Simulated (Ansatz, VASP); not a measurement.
W: VASP beside Ansatz

```
CELL_PARAMETERS angstrom
-1.67459 1.59823 1.59823
1.59823 -1.67459 1.59823
1.59823 1.59823 -1.67459
ATOMIC_POSITIONS crystal
W 0.00000 0.00000 0.00000
```

Alike in both runs: task single point; functional r2SCAN; k mesh 16 × 16 × 16; occupations gaussian, width 0.15 eV; no spin polarisation.

```csv
,VASP,Ansatz
version,VASP 6.6.1,Ansatz 0.2.0
potentials or method,"VASP PAW PBE potentials, release 64 (W_sv), cutoff 520 eV","scalar-relativistic, plane waves, PAW"
valence electrons in the cell,14,14
```

VASP gave:

```
gap on the k mesh at the Fermi level (eV)                     : none
pressure (GPa)                                                : -5.1
traceless stress, the component that is largest in VASP (GPa) : 8.28
```

**Question.** Estimate Ansatz's values.

**Answer.** gap on the k mesh at the Fermi level (eV): none; pressure (GPa): -6.3; traceless stress, the component that is largest in VASP (GPa): 8.15.

VASP's potentials were made for PBE, not for r2SCAN. A gap of «none» marks a metal or a gap that the smearing closes.

Spin-orbit coupling is off throughout.
